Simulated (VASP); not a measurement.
**Pd: single point with PBEsol**

Crystal: Pd.

```
Pd
1.0
     0.00000    1.93752    1.93752
     1.93752    0.00000    1.93752
     1.93752    1.93752    0.00000
Pd
1
Direct
  0.00000 0.00000 0.00000
```

```
Program             : VASP 6.6.1
Task                : single point
Functional          : PBEsol
Potentials or basis : VASP PAW PBE potentials, release 64 (Pd)
Cutoff              : 520 eV
k mesh              : 18 × 18 × 18
Occupations         : gaussian, width 0.1 eV
Spin                : no spin polarisation
```

```json
{
  "Pressure": "-0.3 GPa",
  "Band gap on the k mesh": "zero (band 5 reaches 10.16 eV, above the bottom of band 6 at 8.54 eV)"
}
```

Levels at points of the mesh, in eV from the Fermi level:
```tsv
k point	band 3	band 4	band 5	band 6	band 7	band 8
(0.00, 0.00, 0.00)	-2.92	-2.92	-1.25	-1.25	17.13	21.98
(0.50, 0.00, 0.00)	-2.97	-0.02	-0.02	0.89	7.37	16.49
(0.50, 0.50, 0.00)	-0.04	0.30	0.30	3.25	10.86	13.18
```

It took 14 s on 1 thread of Intel(R) Xeon(R) Platinum 8488C (Sapphire Rapids), with other jobs on the host, peak memory 0.14 GiB.

Caveat: the PAW data sets were made with another functional, which shifts forces and pressure a little.
